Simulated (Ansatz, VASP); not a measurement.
# KF: VASP beside Ansatz

Contents of INCAR:

```
PREC = Accurate
ENCUT = 520
EDIFF = 1E-8
ISMEAR = -1
SIGMA = 0.01
LREAL = F
LASPH = T
NELM = 100
ALGO = Normal
ISIF = 2
LWAVE = F
LCHARG = F
GGA = PS
LEFG = T
NBANDS = 15
```

File KPOINTS:

```
Automatic mesh
0
Gamma
  9 9 9
```

POSCAR

```
KF
1.0
    0.0000000000      2.6645584616      2.6645584616
    2.6645584616      0.0000000000      2.6645584616
    2.6645584616      2.6645584616      0.0000000000
K F
1 1
Direct
    0.0000000000      0.0000000000      0.0000000000
    0.5000000000      0.5000000000      0.5000000000
```

Input for Ansatz:

```yaml
crystal:
  lattice:
    - [0.0, 2.6645584616, 2.6645584616]
    - [2.6645584616, 0.0, 2.6645584616]
    - [2.6645584616, 2.6645584616, 0.0]
  atoms:
    - { symbol: K, position: [0.0, 0.0, 0.0] }
    - { symbol: F, position: [0.5, 0.5, 0.5] }
kpoints:
  mp_grid: { grid: [9, 9, 9] }
scf:
  occupations: { method: fermi_dirac, width: 0.01 }
hamiltonian:
  xc: pbesol
  pseudopotentials: { kind: paw }
output:
  forces: true
  stress: true
  eigenvalues: true
  efg: { contact_densities: true }
```

Change from the starting cell: volume scaled by 0.99, PAW files.

Alike in both runs: task electric field gradients; functional PBEsol; k mesh 9 × 9 × 9; occupations fermi-dirac, width 0.01 eV; no spin polarisation.

|  | VASP | Ansatz |
| --- | --- | --- |
| version | VASP 6.6.1 | Ansatz 0.2.0 |
| potentials or method | VASP PAW PBE potentials, release 64 (K_sv, F) | PAW with Ansatz's default frozen-core files, scalar-relativistic |
| plane-wave cutoff (eV) | 520 | 420 |
| valence electrons in the cell | 16 | 16 |

Ansatz gave:

- gap on the k mesh at the Fermi level (eV): 6.09
- pressure (GPa): -0.4

Estimate VASP's values.

gap on the k mesh at the Fermi level (eV): 6.07; pressure (GPa): -0.4.

VASP's potentials were made for PBE, not for PBEsol.
